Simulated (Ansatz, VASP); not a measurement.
# BN: VASP beside Ansatz

```xyz
2
Lattice="1.1363 -3.5726 0.0000 1.1363 3.5726 0.0000 0.0000 0.0000 2.2815" Properties=species:S:1:pos:R:3 pbc="T T T"
B     0.0000    0.0000    0.0000
N     1.1363    0.0000    1.1407
```

Alike in both runs: task single point; functional PBE; k mesh 8 × 8 × 8; occupations gaussian, width 0.1 eV; collinear spin.

|  | VASP | Ansatz |
| --- | --- | --- |
| version | VASP 6.6.1 | Ansatz 0.2.0 |
| potentials or method | VASP PAW PBE potentials, release 64 (B, N), cutoff 520 eV | scalar-relativistic, plane waves, PAW |
| valence electrons in the cell | 8 | 8 |

|  | VASP | Ansatz | Ansatz less VASP |
| --- | --- | --- | --- |
| gap on the k mesh at the Fermi level (eV) | none | none | - |
| pressure (GPa) | 0.0 | -0.1 | -0.08 |
| traceless stress, the component that is largest in VASP (GPa) | -1.00 | -1.12 | -0.116 |
| net moment per atom (μB) | 0.00 | 0.00 | 0.000 |

A gap of «none» marks a metal or a gap that the smearing closes. Ansatz's warnings: seeded moment not kept.

The k mesh is coarse, so the values compare programs but aren't converged.
